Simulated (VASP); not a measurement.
# Ta (Fm-3m) in VASP: further runs

Runs on Ta. Level: PBE. Tasks: single point, relaxation of cell and atoms.

All numbers are computed with VASP 6.6.1; they aren't measurements. Logs are shortened: lines on timing, memory, paths and dates and some standing lists are left out, and cuts for length are marked.

## (1) The cell of the first run

Symmetry: Fm-3m, No. 225, cubic system. The conventional cell has a = 4.106 Å, b = 4.106 Å, c = 4.106 Å, α = 90.00°, β = 90.00°, γ = 90.00°. Within 3.8 Å of Ta (site symmetry m-3m) lie 12 Ta at 2.90 Å.

## (2) Single point, PBE

INCAR

```
PREC = Accurate
ENCUT = 520
EDIFF = 1E-6
ISMEAR = -1
SIGMA = 0.1
LREAL = False
LASPH = True
NELM = 80
ALGO = Normal
ISIF = 2
LWAVE = False
LCHARG = False
GGA = PE
NBANDS = 12
```

KPOINTS

```
Automatic mesh
0
Gamma
  16 16 16
```

POSCAR

```
Ta
1.0
    0.0000000000      2.0531357245      2.0531357245
    2.0531357245      0.0000000000      2.0531357245
    2.0531357245      2.0531357245      0.0000000000
Ta
1
Direct
    0.0000000000      0.0000000000      0.0000000000
```

Potentials or basis: VASP PAW PBE potentials, release 64 (Ta_pv).

The run is started by

```
$ cat potpaw_PBE.64/Ta_pv/POTCAR > POTCAR
$ mpirun -np 1 vasp_std > vasp.out
```

OUTCAR:

```text
PREC = Accurate
   ENCUT = 520
   EDIFF = 1E-6
   ISMEAR = -1
   LREAL = False
   LASPH = True
   NELM = 80
   ISIF = 2
   GGA = PE

 ion  position               nearest neighbor table
   1  0.000  0.000  0.000-

  LATTYP: Found a face centered cubic cell.
 ALAT       =     4.1062714490

  Lattice vectors:

 A1 = (   0.0000000000,   2.0531357245,   2.0531357245)
 A2 = (   2.0531357245,   0.0000000000,   2.0531357245)
 A3 = (   2.0531357245,   2.0531357245,   0.0000000000)

Analysis of symmetry for initial positions (statically):
=====================================================================
 Subroutine PRICEL returns:
 Original cell was already a primitive cell.

 Routine SETGRP: Setting up the symmetry group for a
 face centered cubic supercell.

 Subroutine GETGRP returns: Found 48 space group operations
 (whereof 48 operations were pure point group operations)
 out of a pool of 48 trial point group operations.

The static configuration has the point symmetry O_h .

Analysis of symmetry for dynamics (positions and initial velocities):
=====================================================================
 Subroutine PRICEL returns:
 Original cell was already a primitive cell.

 Routine SETGRP: Setting up the symmetry group for a
 face centered cubic supercell.

 Subroutine GETGRP returns: Found 48 space group operations
 (whereof 48 operations were pure point group operations)
 out of a pool of 48 trial point group operations.

The dynamic configuration has the point symmetry O_h .

 Subroutine INISYM returns: Found 48 space group operations
 (whereof 48 operations are pure point group operations),
 and found     1 'primitive' translations

----------------------------------------------------------------------------------------

                                     Primitive cell

  volume of cell :      17.3094

  direct lattice vectors                    reciprocal lattice vectors
     0.000000000  2.053135725  2.053135725    -0.243529930  0.243529930  0.243529930
     2.053135725  0.000000000  2.053135725     0.243529930 -0.243529930  0.243529930
     2.053135725  2.053135725  0.000000000     0.243529930  0.243529930 -0.243529930

  length of vectors
     2.903572387  2.903572387  2.903572387     0.421806213  0.421806213  0.421806213

  position of ions in fractional coordinates (direct lattice)
     0.000000000  0.000000000  0.000000000

  ion indices of the primitive-cell ions
   primitive index   ion index
                 1           1

----------------------------------------------------------------------------------------

 KPOINTS: Automatic mesh

Automatic generation of k-mesh.
 Grid dimensions read from file:
 generate k-points for:   16   16   16

 Generating k-lattice:

  Cartesian coordinates                     Fractional coordinates (reciprocal lattice)
    -0.015220621  0.015220621  0.015220621     0.062500000  0.000000000  0.000000000
     0.015220621 -0.015220621  0.015220621     0.000000000  0.062500000  0.000000000
     0.015220621  0.015220621 -0.015220621     0.000000000  0.000000000  0.062500000

  Length of vectors
     0.026362888  0.026362888  0.026362888

  Shift w.r.t. Gamma in fractional coordinates (k-lattice)
     0.000000000  0.000000000  0.000000000

 Subroutine IBZKPT returns following result:
 ===========================================

 Found    145 irreducible k-points:

 Following reciprocal coordinates:
            Coordinates               Weight
  0.000000  0.000000  0.000000      1.000000
  0.062500  0.000000  0.000000      8.000000
  0.125000  0.000000  0.000000      8.000000
  0.187500  0.000000  0.000000      8.000000
  0.250000  0.000000  0.000000      8.000000
  0.312500  0.000000  0.000000      8.000000
[... 16 lines left out ...]
 -0.125000  0.062500  0.000000     24.000000
 -0.062500  0.062500  0.000000     12.000000
 [... further k-points ...]
   k-points           NKPTS =    145   k-points in BZ     NKDIM =    145   number of bands    NBANDS=     12
   number of dos      NEDOS =    301   number of ions     NIONS =      1
   total plane-waves  NPLWV =  13824
   dimension x,y,z NGX =    24 NGY =   24 NGZ =   24
   dimension x,y,z NGXF=    48 NGYF=   48 NGZF=   48
   ions per type =               1
   NGX,Y,Z   is equivalent  to a cutoff of  13.74, 13.74, 13.74 a.u.
   NGXF,Y,Z  is equivalent  to a cutoff of  27.48, 27.48, 27.48 a.u.
 SYSTEM =  unknown system
   PREC   = accura    normal or accurate (medium, high low for compatibility)
   ISTART =      0    job   : 0-new  1-cont  2-samecut
   ICHARG =      2    charge: 1-file 2-atom 10-const
   ISPIN  =      1    spin polarized calculation?
   LNONCOLLINEAR =      F non collinear calculations
   LSORBIT =      F    spin-orbit coupling
   LASPH  =      T    aspherical Exc in radial PAW
   ENCUT  =  520.0 eV  38.22 Ry    6.18 a.u.   5.40  5.40  5.40*2*pi/ulx,y,z
   NELM   =     80;   NELMIN=  2; NELMDL= -5     # of ELM steps
   EDIFF  = 0.1E-05   stopping-criterion for ELM
   LREAL  =      F    real-space projection
   EDIFFG = 0.1E-04   stopping-criterion for IOM
   NSW    =      0    number of steps for IOM
   IBRION =     -1    ionic relax: 0-MD 1-quasi-New 2-CG
   NFREE  =      0    steps in history (QN), initial steepest desc. (CG)
   ISIF   =      2    stress and relaxation
   ISYM   =      2    0-nonsym 1-usesym 2-fastsym
   POTIM  = 0.5000    time-step for ionic-motion
   TEBEG  =    0.0;   TEEND  =   0.0 temperature during run
   PSTRESS=    0.0 pullay stress
   NELECT =      11.0000    total number of electrons
   NUPDOWN=      -1.0000    fix difference up-down
   EMIN   =  10.00;   EMAX   =-10.00  energy-range for DOS
   EFERMI =   0.00;   METHOD = LEGACY
   ISMEAR =    -1;   SIGMA  =   0.10  broadening in eV -4-tet -1-fermi 0-gaus
   EFERMI_NEDOS =   21; number of points for ismear=-14 and -15
   IALGO  =     38    algorithm
   IMIX   =      4    mixing-type and parameters
     AMIX     =   0.40;   BMIX     =  1.00
     AMIX_MAG =   1.60;   BMIX_MAG =  1.00
  volume/ion in A,a.u.               =      17.31       116.81
  Fermi-wavevector in a.u.,A,eV,Ry     =   1.407488  2.659767 26.953451  1.981023
  Thomas-Fermi vector in A             =   2.529742
   LORBIT       =      0    0 simple, 1 ext, 2 COOP (PROOUT), +10 PAW based schemes
   GGA     = PE    functional components
   LHFCALC =     F    Hartree Fock is set to
   AEXX    =    0.0000 exact exchange contribution
   IVDW    =     0    specifies the selected vdW correction
   LEPSILON=     F    determine dielectric tensor
   LRPA    =     F    only Hartree local field effects (RPA)
 non-spin polarized calculation
  energy-cutoff  :      520.00
  volume of cell :       17.31
 maximum number of plane-waves:       487
 NGX is ok and might be reduce to    24
   NGX = 11   NGY = 11   NGZ = 11

 number of electron      10.9999999 magnetization

 Free energy of the ion-electron system (eV)
  ---------------------------------------------------
  ext. energy  EPLUGINS =         0.00000000
  ---------------------------------------------------
  free energy    TOTEN  =       -11.50804088 eV

  energy without entropy =      -11.46892172  energy(sigma->0) =      -11.48848130

 E-fermi :   6.2216     XC(G=0): -12.8253

 val. band max:        6.1827255240   @ k =   0.4375   0.1250   0.0000
 cond. band min:       6.2251957459   @ k =  -0.0625   0.0625   0.0000
 fundamental gap:      0.0424702219
 Fermi energy:         6.2216034046

 k-point     1 :       0.0000    0.0000    0.0000
  band No.  band energies     occupation
      1     -27.1070      2.00000
      2     -27.1070      2.00000
      3     -27.1070      2.00000
      4      -2.2551      2.00000
      5       6.6270      0.03411
      6       6.6270      0.03411
      7       6.6270      0.03411
      8       9.9753      0.00000
      9       9.9753      0.00000
     10      18.9120      0.00000
     11      20.6132      0.00000
     12      24.1706      0.00000

 k-point     2 :       0.0625    0.0000    0.0000
  band No.  band energies     occupation
      1     -27.1624      2.00000
      2     -27.1138      2.00000
      3     -27.1138      2.00000
      4      -2.0813      2.00000
      5       6.4743      0.14801
      6       6.7099      0.01503
      7       6.7099      0.01503
      8       9.8885      0.00000
      9       9.8885      0.00000
     10      19.2786      0.00000
     11      20.6128      0.00000
     12      23.3185      0.00000

 k-point     3 :       0.1250    0.0000    0.0000
  band No.  band energies     occupation
      1     -27.3177      2.00000
      2     -27.1331      2.00000
      3     -27.1331      2.00000
      4      -1.5847      2.00000
      5       6.0970      1.55318
      6       6.9161      0.00192
      7       6.9161      0.00192
      8       9.7089      0.00000
      9       9.7089      0.00000
     10      20.1906      0.00000
     11      20.6118      0.00000
     12      22.0148      0.00000
[... 286 lines left out ...]
 k-point    23 :      -0.1250    0.0625    0.0000
  band No.  band energies     occupation
      1     -27.4090      2.00000
      2     -27.1836      2.00000
      3     -27.1315      2.00000
      4      -1.2160      2.00000
      5       5.8236      1.96330
      6       7.0511      0.00050
      7       7.0788      0.00038
      8       9.2250      0.00000
      9      10.0202      0.00000
     10      20.6085      0.00000
     11      20.7767      0.00000
     12      21.7582      0.00000

 k-point    24 :      -0.0625    0.0625    0.0000
  band No.  band energies     occupation
      1     -27.2397      2.00000
      2     -27.1450      2.00000
      3     -27.1159      2.00000
      4      -1.7990      2.00000
      5       6.2252      0.98204
      6       6.8301      0.00455
      7       6.8693      0.00307
      8       9.5669      0.00000
      9       9.9667      0.00000
     10      19.8522      0.00000
     11      20.6123      0.00000
     12      22.6467      0.00000

 [... further k-points ...]
[... 5 lines left out ...]
  --------------------------------------------------------------------------------------
  -------------------------------------------------------------------------------------
  Total        2.0689460      2.0689460      2.0689460      0.0000000     -0.0000000      0.0000000
  in kB      191.5035202    191.5035202    191.5035202      0.0000000     -0.0000000      0.0000000
  external PRESSURE =     191.5035202 kB  Pullay stress =       0.0000000 kB

 VOLUME and BASIS-vectors are now :
 -----------------------------------------------------------------------------
  energy-cutoff  :      520.00
  volume of cell :       17.31
      direct lattice vectors                 reciprocal lattice vectors
     0.000000000  2.053135725  2.053135725    -0.243529930  0.243529930  0.243529930
     2.053135725  0.000000000  2.053135725     0.243529930 -0.243529930  0.243529930
     2.053135725  2.053135725  0.000000000     0.243529930  0.243529930 -0.243529930

 POSITION                                       TOTAL-FORCE (eV/Angst)
 -----------------------------------------------------------------------------------
      0.00000      0.00000      0.00000         0.000000      0.000000      0.000000
 -----------------------------------------------------------------------------------
    total drift:                               -0.000000      0.000000      0.000000

  FREE ENERGIE OF THE ION-ELECTRON SYSTEM (eV)
  ---------------------------------------------------
  free  energy   TOTEN  =       -11.5080408837 eV

  energy  without entropy=      -11.4689217153  energy(sigma->0) =      -11.48848130
```

It took 8.2 s on 1 thread of Intel Xeon 6975P-C (Granite Rapids), shared host; peak memory 0.16 GiB.

What came out:

```
Free energy : -11.5080 eV
Pressure    : 19.2 GPa
```

Caveat: spin-orbit coupling is left out, which moves the levels of the heavy elements.

(Part 1 of 2 ends here.)
